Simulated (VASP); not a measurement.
# Cr (Pm-3m) in VASP: further runs

The runs below take Cr through single point, with RPBE.

Program: VASP 6.6.1. These are calculated values, not measurements. Logs are shortened: lines on timing, memory, paths and dates and some standing lists are left out, and cuts for length are marked.

### 1 The cell of the first run

It takes space group Pm-3m (No. 221, cubic). The conventional cell has a = 2.258 Å, b = 2.258 Å, c = 2.258 Å, α = 90.00°, β = 90.00°, γ = 90.00°. Cr (site symmetry m-3m) has 6 Cr at 2.26 Å within 3.0 Å.

### 2 Single point, RPBE, collinear spin, ferromagnetic start (volume scaled by 0.88)

File INCAR:

```
SYSTEM = Cr
  PREC = Accurate
  ENCUT = 520
  EDIFF = 1E-6
  ISMEAR = -1
  SIGMA = 0.05
  LREAL = .False.
  LASPH = .True.
  NELM = 150
  ALGO = Normal
  ISIF = 2
  LWAVE = .False.
  LCHARG = .False.
  ISPIN = 2
  MAGMOM = 1.5
  LORBIT = 11
  LMAXMIX = 4
  GGA = RP
  NBANDS = 16
```

File KPOINTS:

```
regular mesh
0
Gamma
  15 15 15
  0 0 0
```

File POSCAR:

```
Cr
1.0
    2.2576553550      0.0000000000      0.0000000000
    0.0000000000      2.2576553550      0.0000000000
    0.0000000000      0.0000000000      2.2576553550
Cr
1
Direct
    0.0000000000      0.0000000000      0.0000000000
```

Potentials or basis: VASP PAW PBE potentials, release 64 (Cr_pv).

On the command line:

```bash
$ cat potpaw_PBE.64/Cr_pv/POTCAR > POTCAR
$ mpirun -np 1 vasp_std > vasp.out
```

OUTCAR:

```text
SYSTEM = Cr
   PREC = Accurate
   ENCUT = 520
   EDIFF = 1E-6
   ISMEAR = -1
   LREAL = .False.
   LASPH = .True.
   NELM = 150
   ISIF = 2
   ISPIN = 2
   LORBIT = 11
   GGA = RP

 ion  position               nearest neighbor table
   1  0.000  0.000  0.000-

  LATTYP: Found a simple cubic cell.
 ALAT       =     2.2576553550

  Lattice vectors:

 A1 = (   2.2576553550,   0.0000000000,   0.0000000000)
 A2 = (   0.0000000000,   2.2576553550,   0.0000000000)
 A3 = (   0.0000000000,   0.0000000000,   2.2576553550)

Analysis of symmetry for initial positions (statically):
=====================================================================
 Subroutine PRICEL returns:
 Original cell was already a primitive cell.

 Routine SETGRP: Setting up the symmetry group for a
 simple cubic supercell.

 Subroutine GETGRP returns: Found 48 space group operations
 (whereof 48 operations were pure point group operations)
 out of a pool of 48 trial point group operations.

The static configuration has the point symmetry O_h .

Analysis of symmetry for dynamics (positions and initial velocities):
=====================================================================
 Subroutine PRICEL returns:
 Original cell was already a primitive cell.

 Routine SETGRP: Setting up the symmetry group for a
 simple cubic supercell.

 Subroutine GETGRP returns: Found 48 space group operations
 (whereof 48 operations were pure point group operations)
 out of a pool of 48 trial point group operations.

The dynamic configuration has the point symmetry O_h .

Analysis of structural, dynamic, and magnetic symmetry:
=====================================================================
 Subroutine PRICEL returns:
 Original cell was already a primitive cell.

 Routine SETGRP: Setting up the symmetry group for a
 simple cubic supercell.

 Subroutine GETGRP returns: Found 48 space group operations
 (whereof 48 operations were pure point group operations)
 out of a pool of 48 trial point group operations.

The overall configuration has the point symmetry O_h .

 Subroutine INISYM returns: Found 48 space group operations
 (whereof 48 operations are pure point group operations),
 and found     1 'primitive' translations

----------------------------------------------------------------------------------------

                                     Primitive cell

  volume of cell :      11.5073

  direct lattice vectors                    reciprocal lattice vectors
     2.257655355  0.000000000  0.000000000     0.442937403  0.000000000  0.000000000
     0.000000000  2.257655355  0.000000000     0.000000000  0.442937403  0.000000000
     0.000000000  0.000000000  2.257655355     0.000000000  0.000000000  0.442937403

  length of vectors
     2.257655355  2.257655355  2.257655355     0.442937403  0.442937403  0.442937403

  position of ions in fractional coordinates (direct lattice)
     0.000000000  0.000000000  0.000000000

  ion indices of the primitive-cell ions
   primitive index   ion index
                 1           1

----------------------------------------------------------------------------------------

 KPOINTS: regular mesh

Automatic generation of k-mesh.
 Grid dimensions read from file:
 generate k-points for:   15   15   15

 Generating k-lattice:

  Cartesian coordinates                     Fractional coordinates (reciprocal lattice)
     0.029529160  0.000000000  0.000000000     0.066666667  0.000000000  0.000000000
     0.000000000  0.029529160  0.000000000     0.000000000  0.066666667  0.000000000
     0.000000000  0.000000000  0.029529160     0.000000000  0.000000000  0.066666667

  Length of vectors
     0.029529160  0.029529160  0.029529160

  Shift w.r.t. Gamma in fractional coordinates (k-lattice)
     0.000000000  0.000000000  0.000000000

 Subroutine IBZKPT returns following result:
 ===========================================

 Found    120 irreducible k-points:

 Following reciprocal coordinates:
            Coordinates               Weight
  0.000000  0.000000  0.000000      1.000000
  0.066667  0.000000  0.000000      6.000000
  0.133333  0.000000  0.000000      6.000000
  0.200000  0.000000  0.000000      6.000000
  0.266667  0.000000  0.000000      6.000000
  0.333333  0.000000  0.000000      6.000000
[... 16 lines left out ...]
  0.266667  0.200000  0.000000     24.000000
  0.333333  0.200000  0.000000     24.000000
 [... further k-points ...]
   k-points           NKPTS =    120   k-points in BZ     NKDIM =    120   number of bands    NBANDS=     16
   number of dos      NEDOS =    301   number of ions     NIONS =      1
   total plane-waves  NPLWV =   5832
   dimension x,y,z NGX =    18 NGY =   18 NGZ =   18
   dimension x,y,z NGXF=    36 NGYF=   36 NGZF=   36
   ions per type =               1
   NGX,Y,Z   is equivalent  to a cutoff of  13.25, 13.25, 13.25 a.u.
   NGXF,Y,Z  is equivalent  to a cutoff of  26.51, 26.51, 26.51 a.u.
 SYSTEM =  Cr
   PREC   = accura    normal or accurate (medium, high low for compatibility)
   ISTART =      0    job   : 0-new  1-cont  2-samecut
   ICHARG =      2    charge: 1-file 2-atom 10-const
   ISPIN  =      2    spin polarized calculation?
   LNONCOLLINEAR =      F non collinear calculations
   LSORBIT =      F    spin-orbit coupling
   LASPH  =      T    aspherical Exc in radial PAW
   ENCUT  =  520.0 eV  38.22 Ry    6.18 a.u.   4.20  4.20  4.20*2*pi/ulx,y,z
   NELM   =    150;   NELMIN=  2; NELMDL= -5     # of ELM steps
   EDIFF  = 0.1E-05   stopping-criterion for ELM
   LREAL  =      F    real-space projection
   EDIFFG = 0.1E-04   stopping-criterion for IOM
   NSW    =      0    number of steps for IOM
   IBRION =     -1    ionic relax: 0-MD 1-quasi-New 2-CG
   NFREE  =      0    steps in history (QN), initial steepest desc. (CG)
   ISIF   =      2    stress and relaxation
   ISYM   =      2    0-nonsym 1-usesym 2-fastsym
   POTIM  = 0.5000    time-step for ionic-motion
   TEBEG  =    0.0;   TEEND  =   0.0 temperature during run
   PSTRESS=    0.0 pullay stress
   NELECT =      12.0000    total number of electrons
   NUPDOWN=      -1.0000    fix difference up-down
   EMIN   =  10.00;   EMAX   =-10.00  energy-range for DOS
   EFERMI =   0.00;   METHOD = LEGACY
   ISMEAR =    -1;   SIGMA  =   0.05  broadening in eV -4-tet -1-fermi 0-gaus
   EFERMI_NEDOS =   21; number of points for ismear=-14 and -15
   IALGO  =     38    algorithm
   IMIX   =      4    mixing-type and parameters
     AMIX     =   0.40;   BMIX     =  1.00
     AMIX_MAG =   1.60;   BMIX_MAG =  1.00
  volume/ion in A,a.u.               =      11.51        77.66
  Fermi-wavevector in a.u.,A,eV,Ry     =   1.660138  3.137206 37.498461  2.756059
  Thomas-Fermi vector in A             =   2.747426
   LORBIT       =     11    0 simple, 1 ext, 2 COOP (PROOUT), +10 PAW based schemes
   GGA     = RP    functional components
   LHFCALC =     F    Hartree Fock is set to
   AEXX    =    0.0000 exact exchange contribution
   IVDW    =     0    specifies the selected vdW correction
   LEPSILON=     F    determine dielectric tensor
   LRPA    =     F    only Hartree local field effects (RPA)
 spin polarized calculation
  energy-cutoff  :      520.00
  volume of cell :       11.51
 maximum number of plane-waves:       320
 NGX is ok and might be reduce to    18
   NGX =  9   NGY =  9   NGZ =  9

 number of electron      11.9999995 magnetization       0.0012097

 number of electron      11.9999995 magnetization      -0.0000205

 Free energy of the ion-electron system (eV)
  ---------------------------------------------------
  ext. energy  EPLUGINS =         0.00000000
  ---------------------------------------------------
  free energy    TOTEN  =        -7.83736910 eV

  energy without entropy =       -7.82242881  energy(sigma->0) =       -7.82989896

 E-fermi :  11.2295     XC(G=0): -13.4449

 val. band max:       11.2230440432   @ k =   0.4667   0.4667   0.2000
 cond. band min:      11.2339853142   @ k =   0.3333   0.3333   0.2000
 fundamental gap:      0.0109412710
 Fermi energy:        11.2294885089

 spin component 1

 k-point     1 :       0.0000    0.0000    0.0000
  band No.  band energies     occupation
      1     -31.2040      1.00000
      2     -31.2040      1.00000
      3     -31.2040      1.00000
      4       3.4950      1.00000
      5       7.5944      1.00000
      6       7.5944      1.00000
[... 8 lines left out ...]
     15      37.5418      0.00000
     16      41.8958      0.00000

 k-point     2 :       0.0667    0.0000    0.0000
  band No.  band energies     occupation
      1     -31.2678      1.00000
      2     -31.1985      1.00000
      3     -31.1985      1.00000
      4       3.6506      1.00000
      5       7.6297      1.00000
      6       7.7174      1.00000
[... 8 lines left out ...]
     15      38.3802      0.00000
     16      42.6424      0.00000
[... 387 lines left out ...]
      5       8.6345      1.00000
      6       9.9030      1.00000
[... 8 lines left out ...]
     15      41.7035      0.00000
     16      46.8969      0.00000

 k-point    24 :       0.3333    0.2000    0.0000
  band No.  band energies     occupation
      1     -32.1988      1.00000
      2     -31.5834      1.00000
      3     -31.0679      1.00000
      4       7.1527      1.00000
      5       8.7278      1.00000
      6      10.1857      1.00000
[... 8 lines left out ...]
     15      39.9197      0.00000
     16      46.5283      0.00000

 [... further k-points ...]

 spin component 2

 k-point     1 :       0.0000    0.0000    0.0000
  band No.  band energies     occupation
      1     -31.2040      1.00000
      2     -31.2040      1.00000
      3     -31.2040      1.00000
      4       3.4950      1.00000
      5       7.5944      1.00000
      6       7.5944      1.00000
[... 8 lines left out ...]
     15      37.5417      0.00000
     16      41.8958      0.00000

 k-point     2 :       0.0667    0.0000    0.0000
  band No.  band energies     occupation
      1     -31.2678      1.00000
      2     -31.1986      1.00000
      3     -31.1986      1.00000
      4       3.6506      1.00000
      5       7.6297      1.00000
      6       7.7174      1.00000
[... 8 lines left out ...]
     15      38.3801      0.00000
     16      42.6425      0.00000
[... 387 lines left out ...]
      5       8.6345      1.00000
      6       9.9030      1.00000
[... 8 lines left out ...]
     15      41.7035      0.00000
     16      46.8970      0.00000

 k-point    24 :       0.3333    0.2000    0.0000
  band No.  band energies     occupation
      1     -32.1988      1.00000
      2     -31.5834      1.00000
      3     -31.0680      1.00000
      4       7.1527      1.00000
      5       8.7278      1.00000
      6      10.1857      1.00000
[... 8 lines left out ...]
     15      39.9197      0.00000
     16      46.5284      0.00000

 [... further k-points ...]
[... 5 lines left out ...]
  --------------------------------------------------------------------------------------
  -------------------------------------------------------------------------------------
  Total        2.1887819      2.1887819      2.1887819      0.0000000     -0.0000000      0.0000000
  in kB      304.7474948    304.7474948    304.7474948      0.0000000     -0.0000000      0.0000000
  external PRESSURE =     304.7474948 kB  Pullay stress =       0.0000000 kB

 VOLUME and BASIS-vectors are now :
 -----------------------------------------------------------------------------
  energy-cutoff  :      520.00
  volume of cell :       11.51
      direct lattice vectors                 reciprocal lattice vectors
     2.257655355  0.000000000  0.000000000     0.442937403  0.000000000  0.000000000
     0.000000000  2.257655355  0.000000000     0.000000000  0.442937403  0.000000000
     0.000000000  0.000000000  2.257655355     0.000000000  0.000000000  0.442937403

 POSITION                                       TOTAL-FORCE (eV/Angst)
 -----------------------------------------------------------------------------------
      0.00000      0.00000      0.00000         0.000000      0.000000      0.000000
 -----------------------------------------------------------------------------------
    total drift:                                0.000000      0.000000      0.000000

  FREE ENERGIE OF THE ION-ELECTRON SYSTEM (eV)
  ---------------------------------------------------
  free  energy   TOTEN  =        -7.8373690957 eV

  energy  without entropy=       -7.8224288150  energy(sigma->0) =       -7.82989896

 total charge

# of ion       s       p       d       tot
------------------------------------------
    1        0.485   6.348   4.482  11.315

 magnetization (x)

# of ion       s       p       d       tot
------------------------------------------
    1        0.000  -0.000  -0.000   0.000
```

Run time: 68 s. Hardware: 1 thread of Intel Xeon 8259CL, shared host; peak memory 0.15 GiB.

What came out:

```yaml
Free_energy: -7.8374 eV
Pressure: 30.5 GPa
Band_gap_on_the_k_mesh: zero (filled and empty bands overlap)
Net_moment: 0.00 μB per cell
Valence_electrons_inside_the_program's_atomic_spheres: Cr 11.31
```

Levels at points of the mesh, in eV from the Fermi level:
Spin up:
```
           k point  band 3  band 4  band 5  band 6  band 7  band 8  band 9  band 10
(0.00, 0.00, 0.00)  -42.43   -7.73   -3.64   -3.64    2.86    2.86    2.86     7.69
```
Spin down:
```csv
k point,band 3,band 4,band 5,band 6,band 7,band 8,band 9,band 10
"(0.00, 0.00, 0.00)",-42.43,-7.73,-3.64,-3.64,2.86,2.86,2.86,7.69
```

Caveat: the starting moments collapsed, and a magnetic state may lie lower; the PAW data sets were made with another functional, which shifts forces and pressure a little.

### 3 Single point, RPBE, collinear spin, ferromagnetic start (volume scaled by 0.92)

File INCAR:

```
ALGO     = Normal         # electronic algorithm
EDIFF    = 1E-6           # SCF threshold, eV
ENCUT    = 520            # plane-wave cutoff, eV
GGA      = RP             # functional
ISIF     = 2              # what is computed and relaxed
ISMEAR   = -1             # smearing method
ISPIN    = 2              # spin polarisation
LASPH    = T              # aspherical terms in the spheres
LCHARG   = T              # write CHGCAR
LELF     = T              # ELF
LMAXMIX  = 4              # l up to which the mixer works
LORBIT   = 11             # projections on sites
LREAL    = F              # projectors in reciprocal space
LVHAR    = T            
LWAVE    = F              # write WAVECAR
MAGMOM   = 1.5            # initial moments
NBANDS   = 16             # bands
NELM     = 150            # most SCF steps
PREC     = Accurate       # precision mode
SIGMA    = 0.05           # smearing width, eV
```

File KPOINTS:

```
k-points
0
Gamma
  15 15 15
```

File POSCAR:

```
Cr
1.0
    2.2913566721      0.0000000000      0.0000000000
    0.0000000000      2.2913566721      0.0000000000
    0.0000000000      0.0000000000      2.2913566721
Cr
1
Direct
    0.0000000000      0.0000000000      0.0000000000
```

Potentials or basis: VASP PAW PBE potentials, release 64 (Cr_pv).

On the command line:

```bash
$ cat potpaw_PBE.64/Cr_pv/POTCAR > POTCAR
$ mpirun -np 1 vasp_std > vasp.out
```

OUTCAR:

```text
EDIFF = 1E-6
   ENCUT = 520
   GGA = RP
   ISIF = 2
   ISMEAR = -1
   ISPIN = 2
   LASPH = T
   LORBIT = 11
   LREAL = F
   NELM = 150
   PREC = Accurate

 ion  position               nearest neighbor table
   1  0.000  0.000  0.000-

  LATTYP: Found a simple cubic cell.
 ALAT       =     2.2913566721

  Lattice vectors:

 A1 = (   2.2913566721,   0.0000000000,   0.0000000000)
[... 1113 lines left out ...]

 [... further k-points ...]
[... 5 lines left out ...]
  --------------------------------------------------------------------------------------
  -------------------------------------------------------------------------------------
  Total        1.3868341      1.3868341      1.3868341      0.0000000      0.0000000     -0.0000000
  in kB      184.6957916    184.6957916    184.6957916      0.0000000      0.0000000     -0.0000000
  external PRESSURE =     184.6957916 kB  Pullay stress =       0.0000000 kB

 VOLUME and BASIS-vectors are now :
 -----------------------------------------------------------------------------
  energy-cutoff  :      520.00
  volume of cell :       12.03
      direct lattice vectors                 reciprocal lattice vectors
     2.291356672  0.000000000  0.000000000     0.436422671  0.000000000  0.000000000
     0.000000000  2.291356672  0.000000000     0.000000000  0.436422671  0.000000000
     0.000000000  0.000000000  2.291356672     0.000000000  0.000000000  0.436422671

 POSITION                                       TOTAL-FORCE (eV/Angst)
 -----------------------------------------------------------------------------------
      0.00000      0.00000      0.00000         0.000000      0.000000      0.000000
 -----------------------------------------------------------------------------------
    total drift:                                0.000000      0.000000      0.000000

  FREE ENERGIE OF THE ION-ELECTRON SYSTEM (eV)
  ---------------------------------------------------
  free  energy   TOTEN  =        -7.9168787348 eV

  energy  without entropy=       -7.9008606025  energy(sigma->0) =       -7.90886967

 total charge

# of ion       s       p       d       tot
------------------------------------------
    1        0.473   6.327   4.417  11.216

 magnetization (x)

# of ion       s       p       d       tot
------------------------------------------
    1        0.000   0.000   0.000   0.000
```

Wall time 73 s (1 thread of Intel Xeon 8259CL, shared host); peak memory 0.15 GiB.

What came out:

```
Free energy                                           : -7.9169 eV
Pressure                                              : 18.5 GPa
Band gap on the k mesh                                : zero (filled and empty bands overlap)
Net moment                                            : 0.00 μB per cell
Valence electrons inside the program's atomic spheres : Cr 11.22
```

Caveat: the starting moments collapsed, and a magnetic state may lie lower; the PAW data sets were made with another functional, which shifts forces and pressure a little.

[end of part 1 of 2]
